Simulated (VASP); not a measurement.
# Sc: density of states with PBE

Sc:

```
Sc
1.0
     3.31937    0.00000    0.00000
    -1.65969    2.87466    0.00000
     0.00000    0.00000    5.16785
Sc
2
Direct
  0.33333 0.66667 0.25000
  0.66667 0.33333 0.75000
```

```yaml
Program: VASP 6.6.1
Task: density of states
Functional: PBE
Potentials_or_basis: VASP PAW PBE potentials, release 64 (Sc_sv)
Cutoff: 520 eV
k_mesh: 15 × 15 × 8
Occupations: fermi-dirac, width 0.05 eV
Spin: no spin polarisation
Dipole_correction: no
k_mesh_for_the_DOS: 23 × 23 × 12
Occupations_for_the_DOS: tetrahedron
Further_INCAR_settings: ALGO = Normal; EDIFF = 1e-06; NBANDS = 18
```

The valence electrons inside the program's atomic spheres are Sc 9.38.

Levels at points of the mesh, in eV from the Fermi level:
```tsv
k point	band 8	band 9	band 10	band 11	band 12	band 13	band 14	band 15
(0.00, 0.00, 0.00)	-27.82	-5.13	-1.64	0.61	1.59	1.59	1.85	2.04
(0.00, 0.00, 0.50)	-27.88	-3.59	-3.59	0.97	0.97	1.50	1.50	1.50
```

It took 5.2 min on 1 thread of Intel Xeon 6975P-C, with other jobs on the host, peak memory 0.4 GiB.
